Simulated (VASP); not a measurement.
# NaCl (Fm-3m) in VASP: further runs

The runs below take NaCl through single point, with PBEsol.

Program: VASP 6.6.1. These are calculated values, not measurements. Logs are shortened: lines on timing, memory, paths and dates and some standing lists are left out, and cuts for length are marked.

## Step 1: The cell of the first run

Symmetry: Fm-3m, No. 225, cubic system. The conventional cell has a = 5.712 Å, b = 5.712 Å, c = 5.712 Å, α = 90.00°, β = 90.00°, γ = 90.00°. Within 3.8 Å of Na (site symmetry m-3m) lie 6 Cl at 2.86 Å. Within 3.8 Å of Cl (site symmetry m-3m) lie 6 Na at 2.86 Å.

## Step 2: Single point, PBEsol

Input file INCAR:

```
PREC = Accurate ; ENCUT = 500
EDIFF = 1E-6 ; ISMEAR = 0
SIGMA = 0.01 ; LREAL = F
LASPH = T ; NELM = 120
ALGO = Normal ; ISIF = 2
LWAVE = F ; LCHARG = F
GGA = PS ; NBANDS = 14
GGA_COMPAT = F
```

Input file KPOINTS:

```
regular mesh
0
Gamma
  6 6 6
```

Input file POSCAR:

```
NaCl
1.0
    0.0000000000      2.8560737626      2.8560737626
    2.8560737626      0.0000000000      2.8560737626
    2.8560737626      2.8560737626      0.0000000000
Na Cl
1 1
Direct
    0.0000000000      0.0000000000      0.0000000000
    0.5000000000      0.5000000000      0.5000000000
```

Potentials or basis: VASP PAW PBE potentials, release 64 (Na_pv, Cl).

The run is started by

```console
$ cat potpaw_PBE.64/Na_pv/POTCAR potpaw_PBE.64/Cl/POTCAR > POTCAR
$ mpirun -np 1 vasp_std > vasp.out
```

OUTCAR:

```text
PREC = Accurate
   ENCUT = 500
   EDIFF = 1E-6
   ISMEAR = 0
   LREAL = F
   LASPH = T
   NELM = 120
   ISIF = 2
   GGA = PS

 ion  position               nearest neighbor table
   1  0.000  0.000  0.000-
   2  0.500  0.500  0.500-

  LATTYP: Found a face centered cubic cell.
 ALAT       =     5.7121475252

  Lattice vectors:

 A1 = (   0.0000000000,   2.8560737626,   2.8560737626)
 A2 = (   2.8560737626,   0.0000000000,   2.8560737626)
 A3 = (   2.8560737626,   2.8560737626,   0.0000000000)

Analysis of symmetry for initial positions (statically):
=====================================================================
 Subroutine PRICEL returns:
 Original cell was already a primitive cell.

 Routine SETGRP: Setting up the symmetry group for a
 face centered cubic supercell.

 Subroutine GETGRP returns: Found 48 space group operations
 (whereof 48 operations were pure point group operations)
 out of a pool of 48 trial point group operations.

The static configuration has the point symmetry O_h .

Analysis of symmetry for dynamics (positions and initial velocities):
=====================================================================
 Subroutine PRICEL returns:
 Original cell was already a primitive cell.

 Routine SETGRP: Setting up the symmetry group for a
 face centered cubic supercell.

 Subroutine GETGRP returns: Found 48 space group operations
 (whereof 48 operations were pure point group operations)
 out of a pool of 48 trial point group operations.

The dynamic configuration has the point symmetry O_h .

 Subroutine INISYM returns: Found 48 space group operations
 (whereof 48 operations are pure point group operations),
 and found     1 'primitive' translations

----------------------------------------------------------------------------------------

                                     Primitive cell

  volume of cell :      46.5949

  direct lattice vectors                    reciprocal lattice vectors
     0.000000000  2.856073763  2.856073763    -0.175065507  0.175065507  0.175065507
     2.856073763  0.000000000  2.856073763     0.175065507 -0.175065507  0.175065507
     2.856073763  2.856073763  0.000000000     0.175065507  0.175065507 -0.175065507

  length of vectors
     4.039098250  4.039098250  4.039098250     0.303222352  0.303222352  0.303222352

  position of ions in fractional coordinates (direct lattice)
     0.000000000  0.000000000  0.000000000
     0.500000000  0.500000000  0.500000000

  ion indices of the primitive-cell ions
   primitive index   ion index
                 1           1
                 2           2

----------------------------------------------------------------------------------------

 KPOINTS: regular mesh

Automatic generation of k-mesh.
 Grid dimensions read from file:
 generate k-points for:    6    6    6

 Generating k-lattice:

  Cartesian coordinates                     Fractional coordinates (reciprocal lattice)
    -0.029177584  0.029177584  0.029177584     0.166666667  0.000000000  0.000000000
     0.029177584 -0.029177584  0.029177584     0.000000000  0.166666667  0.000000000
     0.029177584  0.029177584 -0.029177584     0.000000000  0.000000000  0.166666667

  Length of vectors
     0.050537059  0.050537059  0.050537059

  Shift w.r.t. Gamma in fractional coordinates (k-lattice)
     0.000000000  0.000000000  0.000000000

 Subroutine IBZKPT returns following result:
 ===========================================

 Found     16 irreducible k-points:

 Following reciprocal coordinates:
            Coordinates               Weight
  0.000000  0.000000  0.000000      1.000000
  0.166667  0.000000  0.000000      8.000000
  0.333333  0.000000  0.000000      8.000000
  0.500000  0.000000  0.000000      4.000000
  0.166667  0.166667  0.000000      6.000000
  0.333333  0.166667  0.000000     24.000000
[... 8 lines left out ...]
 -0.333333  0.333333  0.166667     24.000000
 -0.333333  0.500000  0.166667     12.000000
   k-points           NKPTS =     16   k-points in BZ     NKDIM =     16   number of bands    NBANDS=     14
   number of dos      NEDOS =    301   number of ions     NIONS =      2
   total plane-waves  NPLWV =  27000
   dimension x,y,z NGX =    30 NGY =   30 NGZ =   30
   dimension x,y,z NGXF=    60 NGYF=   60 NGZF=   60
   ions per type =               1   1
   NGX,Y,Z   is equivalent  to a cutoff of  12.35, 12.35, 12.35 a.u.
   NGXF,Y,Z  is equivalent  to a cutoff of  24.70, 24.70, 24.70 a.u.
 SYSTEM =  unknown system
   PREC   = accura    normal or accurate (medium, high low for compatibility)
   ISTART =      0    job   : 0-new  1-cont  2-samecut
   ICHARG =      2    charge: 1-file 2-atom 10-const
   ISPIN  =      1    spin polarized calculation?
   LNONCOLLINEAR =      F non collinear calculations
   LSORBIT =      F    spin-orbit coupling
   LASPH  =      T    aspherical Exc in radial PAW
   ENCUT  =  500.0 eV  36.75 Ry    6.06 a.u.   7.36  7.36  7.36*2*pi/ulx,y,z
   NELM   =    120;   NELMIN=  2; NELMDL= -5     # of ELM steps
   EDIFF  = 0.1E-05   stopping-criterion for ELM
   LREAL  =      F    real-space projection
   EDIFFG = 0.1E-04   stopping-criterion for IOM
   NSW    =      0    number of steps for IOM
   IBRION =     -1    ionic relax: 0-MD 1-quasi-New 2-CG
   NFREE  =      0    steps in history (QN), initial steepest desc. (CG)
   ISIF   =      2    stress and relaxation
   ISYM   =      2    0-nonsym 1-usesym 2-fastsym
   POTIM  = 0.5000    time-step for ionic-motion
   TEBEG  =    0.0;   TEEND  =   0.0 temperature during run
   PSTRESS=    0.0 pullay stress
   NELECT =      14.0000    total number of electrons
   NUPDOWN=      -1.0000    fix difference up-down
   EMIN   =  10.00;   EMAX   =-10.00  energy-range for DOS
   EFERMI =   0.00;   METHOD = LEGACY
   ISMEAR =     0;   SIGMA  =   0.01  broadening in eV -4-tet -1-fermi 0-gaus
   EFERMI_NEDOS =   21; number of points for ismear=-14 and -15
   IALGO  =     38    algorithm
   IMIX   =      4    mixing-type and parameters
     AMIX     =   0.40;   BMIX     =  1.00
     AMIX_MAG =   1.60;   BMIX_MAG =  1.00
  volume/ion in A,a.u.               =      23.30       157.22
  Fermi-wavevector in a.u.,A,eV,Ry     =   1.096490  2.072066 16.358159  1.202291
  Thomas-Fermi vector in A             =   2.232833
   LORBIT       =      0    0 simple, 1 ext, 2 COOP (PROOUT), +10 PAW based schemes
   GGA     = PS    functional components
   LHFCALC =     F    Hartree Fock is set to
   AEXX    =    0.0000 exact exchange contribution
   IVDW    =     0    specifies the selected vdW correction
   LEPSILON=     F    determine dielectric tensor
   LRPA    =     F    only Hartree local field effects (RPA)
 non-spin polarized calculation
 Gauss-broadening in eV      SIGMA  =   0.01
  energy-cutoff  :      500.00
  volume of cell :       46.59
 maximum number of plane-waves:      1243
 NGX is ok and might be reduce to    30
   NGX = 15   NGY = 15   NGZ = 15

 number of electron      13.9999993 magnetization

 Free energy of the ion-electron system (eV)
  ---------------------------------------------------
  ext. energy  EPLUGINS =         0.00000000
  ---------------------------------------------------
  free energy    TOTEN  =        -6.98766398 eV

  energy without entropy =       -6.98766398  energy(sigma->0) =       -6.98766398

 E-fermi :  -0.8332     XC(G=0):  -8.1661

 val. band max:       -0.9980409336   @ k =   0.0000   0.0000   0.0000
 cond. band min:       3.7991795900   @ k =   0.0000   0.0000   0.0000
 fundamental gap:      4.7972205236
 Fermi energy:        -0.8331771593

 k-point     1 :       0.0000    0.0000    0.0000
  band No.  band energies     occupation
      1     -21.7245      2.00000
      2     -21.7245      2.00000
      3     -21.7245      2.00000
      4     -13.5579      2.00000
      5      -0.9980      2.00000
      6      -0.9980      2.00000
      7      -0.9980      2.00000
      8       3.7992      0.00000
      9       9.9596      0.00000
     10       9.9596      0.00000
     11       9.9596      0.00000
     12      12.1303      0.00000
     13      12.1303      0.00000
     14      13.4478      0.00000

 k-point     2 :       0.1667    0.0000    0.0000
  band No.  band energies     occupation
      1     -21.7309      2.00000
      2     -21.7249      2.00000
      3     -21.7249      2.00000
      4     -13.4839      2.00000
      5      -1.5821      2.00000
      6      -1.0629      2.00000
      7      -1.0629      2.00000
      8       4.6004      0.00000
      9       9.1233      0.00000
     10      10.2261      0.00000
     11      10.2261      0.00000
     12      11.7719      0.00000
     13      11.7719      0.00000
     14      14.4988      0.00000

 k-point     3 :       0.3333    0.0000    0.0000
  band No.  band energies     occupation
      1     -21.7436      2.00000
      2     -21.7259      2.00000
      3     -21.7259      2.00000
      4     -13.3301      2.00000
      5      -2.4777      2.00000
      6      -1.1869      2.00000
      7      -1.1869      2.00000
      8       5.7504      0.00000
      9       8.7666      0.00000
     10      10.0106      0.00000
     11      10.0106      0.00000
     12      12.8276      0.00000
     13      12.8276      0.00000
     14      13.8121      0.00000
[... 188 lines left out ...]
 k-point    15 :      -0.3333    0.3333    0.1667
  band No.  band energies     occupation
      1     -21.7419      2.00000
      2     -21.7343      2.00000
      3     -21.7299      2.00000
      4     -13.2044      2.00000
      5      -2.4137      2.00000
      6      -1.9428      2.00000
      7      -1.5054      2.00000
      8       7.6353      0.00000
      9       7.9189      0.00000
     10       8.6831      0.00000
     11      10.5805      0.00000
     12      12.9179      0.00000
     13      14.2612      0.00000
     14      15.4146      0.00000

 k-point    16 :      -0.3333    0.5000    0.1667
  band No.  band energies     occupation
      1     -21.7395      2.00000
      2     -21.7342      2.00000
      3     -21.7329      2.00000
      4     -13.1927      2.00000
      5      -2.3816      2.00000
      6      -1.8735      2.00000
      7      -1.6828      2.00000
      8       7.1639      0.00000
      9       7.6889      0.00000
     10       9.1569      0.00000
     11      10.7349      0.00000
     12      13.7356      0.00000
     13      14.9107      0.00000
     14      15.0122      0.00000

------------------------ aborting loop because EDIFF is reached ----------------------------------------

  FORCE on cell =-STRESS in cart. coord.  units (eV):
  Direction    XX          YY          ZZ          XY          YZ          ZX
  --------------------------------------------------------------------------------------
  -------------------------------------------------------------------------------------
  Total       -0.3872133     -0.3872133     -0.3872133      0.0000000     -0.0000000      0.0000000
  in kB      -13.3144300    -13.3144300    -13.3144300      0.0000000     -0.0000000      0.0000000
  external PRESSURE =     -13.3144300 kB  Pullay stress =       0.0000000 kB

 VOLUME and BASIS-vectors are now :
 -----------------------------------------------------------------------------
  energy-cutoff  :      500.00
  volume of cell :       46.59
      direct lattice vectors                 reciprocal lattice vectors
     0.000000000  2.856073763  2.856073763    -0.175065507  0.175065507  0.175065507
     2.856073763  0.000000000  2.856073763     0.175065507 -0.175065507  0.175065507
     2.856073763  2.856073763  0.000000000     0.175065507  0.175065507 -0.175065507

 POSITION                                       TOTAL-FORCE (eV/Angst)
 -----------------------------------------------------------------------------------
      0.00000      0.00000      0.00000         0.000000      0.000000      0.000000
      2.85607      2.85607      2.85607        -0.000000     -0.000000     -0.000000
 -----------------------------------------------------------------------------------
    total drift:                               -0.000000      0.000000      0.000000

  FREE ENERGIE OF THE ION-ELECTRON SYSTEM (eV)
  ---------------------------------------------------
  free  energy   TOTEN  =        -6.9876639846 eV

  energy  without entropy=       -6.9876639846  energy(sigma->0) =       -6.98766398
```

It took 22 s on 1 thread of Intel Xeon 8259CL, shared host; peak memory 0.16 GiB.

What came out:

```
Free energy            : -6.9877 eV
Pressure               : -1.3 GPa
Band gap on the k mesh : 4.80 eV, direct
```

Caveat: the PAW data sets were made with another functional, which shifts forces and pressure a little. A hybrid or GW would open this gap; PBEsol tends to underestimate it.

## Step 3: Single point, PBEsol

This run uses another cell than the first one, of 23.85 Å³/atom, 1.024 times its volume.

Input file INCAR:

```
ALGO = Normal
EDIFF = 1E-6
ENCUT = 500
GGA = PS
GGA_COMPAT = False
ISIF = 2
ISMEAR = 0
LASPH = True
LCHARG = True
LELF = True
LREAL = False
LVHAR = True
LWAVE = False
NBANDS = 14
NELM = 120
PREC = Accurate
SIGMA = 0.01
```

Input file KPOINTS:

```
k-points
0
Gamma
  6 6 6
```

Input file POSCAR:

```
NaCl
1.0
    0.0000000000      2.8785634584      2.8785634584
    2.8785634584      0.0000000000      2.8785634584
    2.8785634584      2.8785634584      0.0000000000
Na Cl
1 1
Direct
    0.0000000000      0.0000000000      0.0000000000
    0.5000000000      0.5000000000      0.5000000000
```

Potentials or basis: VASP PAW PBE potentials, release 64 (Na_pv, Cl).

The run is started by

```console
$ cat potpaw_PBE.64/Na_pv/POTCAR potpaw_PBE.64/Cl/POTCAR > POTCAR
$ mpirun -np 1 vasp_std > vasp.out
```

OUTCAR:

```text
EDIFF = 1E-6
   ENCUT = 500
   GGA = PS
   ISIF = 2
   ISMEAR = 0
   LASPH = True
   LREAL = False
   NELM = 120
   PREC = Accurate

 ion  position               nearest neighbor table
   1  0.000  0.000  0.000-
   2  0.500  0.500  0.500-

  LATTYP: Found a face centered cubic cell.
 ALAT       =     5.7571269168

  Lattice vectors:

 A1 = (   0.0000000000,   2.8785634584,   2.8785634584)
 A2 = (   2.8785634584,   0.0000000000,   2.8785634584)
 A3 = (   2.8785634584,   2.8785634584,   0.0000000000)

Analysis of symmetry for initial positions (statically):
=====================================================================
 Subroutine PRICEL returns:
 Original cell was already a primitive cell.

 Routine SETGRP: Setting up the symmetry group for a
 face centered cubic supercell.

 Subroutine GETGRP returns: Found 48 space group operations
 (whereof 48 operations were pure point group operations)
 out of a pool of 48 trial point group operations.

The static configuration has the point symmetry O_h .

[... 162 lines left out ...]
      2     -21.8995      2.00000
      3     -21.8995      2.00000
      4     -13.6346      2.00000
      5      -1.1235      2.00000
      6      -1.1235      2.00000
      7      -1.1235      2.00000
      8       3.5945      0.00000
      9       9.8072      0.00000
     10       9.8072      0.00000
     11       9.8072      0.00000
     12      11.9481      0.00000
     13      11.9481      0.00000
     14      13.2299      0.00000
[... 241 lines left out ...]
      1     -21.9130      2.00000
      2     -21.9083      2.00000
      3     -21.9070      2.00000
      4     -13.2935      2.00000
      5      -2.4546      2.00000
      6      -1.9648      2.00000
      7      -1.7811      2.00000
      8       6.9544      0.00000
      9       7.5408      0.00000
     10       8.9233      0.00000
     11      10.4801      0.00000
     12      13.4229      0.00000
     13      14.6289      0.00000
     14      14.7426      0.00000

------------------------ aborting loop because EDIFF is reached ----------------------------------------

  FORCE on cell =-STRESS in cart. coord.  units (eV):
  Direction    XX          YY          ZZ          XY          YZ          ZX
  --------------------------------------------------------------------------------------
  -------------------------------------------------------------------------------------
  Total       -0.5265014     -0.5265014     -0.5265014      0.0000000     -0.0000000      0.0000000
  in kB      -17.6828677    -17.6828677    -17.6828677      0.0000000     -0.0000000      0.0000000
  external PRESSURE =     -17.6828677 kB  Pullay stress =       0.0000000 kB

 VOLUME and BASIS-vectors are now :
 -----------------------------------------------------------------------------
  energy-cutoff  :      500.00
  volume of cell :       47.70
      direct lattice vectors                 reciprocal lattice vectors
     0.000000000  2.878563458  2.878563458    -0.173697751  0.173697751  0.173697751
     2.878563458  0.000000000  2.878563458     0.173697751 -0.173697751  0.173697751
     2.878563458  2.878563458  0.000000000     0.173697751  0.173697751 -0.173697751

 POSITION                                       TOTAL-FORCE (eV/Angst)
 -----------------------------------------------------------------------------------
      0.00000      0.00000      0.00000         0.000000     -0.000000      0.000000
      2.87856      2.87856      2.87856        -0.000000      0.000000     -0.000000
 -----------------------------------------------------------------------------------
    total drift:                                0.000000      0.000000      0.000000

  FREE ENERGIE OF THE ION-ELECTRON SYSTEM (eV)
  ---------------------------------------------------
  free  energy   TOTEN  =        -6.9773553157 eV

  energy  without entropy=       -6.9773553157  energy(sigma->0) =       -6.97735532
```

stdout:

```text
POSCAR found type information on POSCAR NaCl
 POSCAR found :  2 types and       2 ions
 scaLAPACK will be used
 -----------------------------------------------------------------------------
|                                                                             |
|                                                                             |
|     You enforced a specific xc type in the INCAR file but a different       |
|     I HOPE YOU KNOW WHAT YOU ARE DOING!                                     |
|                                                                             |
 -----------------------------------------------------------------------------

 LDA part: xc-table for (Slater+PW92), standard interpolation
 POSCAR, INCAR and KPOINTS ok, starting setup
 FFT: planning ... GRIDC
 FFT: planning ... GRID_SOFT
 FFT: planning ... GRID
 WAVECAR not read
 entering main loop
```

It took 24 s on 1 thread of Intel Xeon 8259CL, shared host; peak memory 0.16 GiB.

What came out:

- Free energy: -6.9774 eV
- Pressure: -1.8 GPa
- Band gap on the k mesh: 4.72 eV, direct

Caveat: the PAW data sets were made with another functional, which shifts forces and pressure a little.

[end of part 1 of 2]
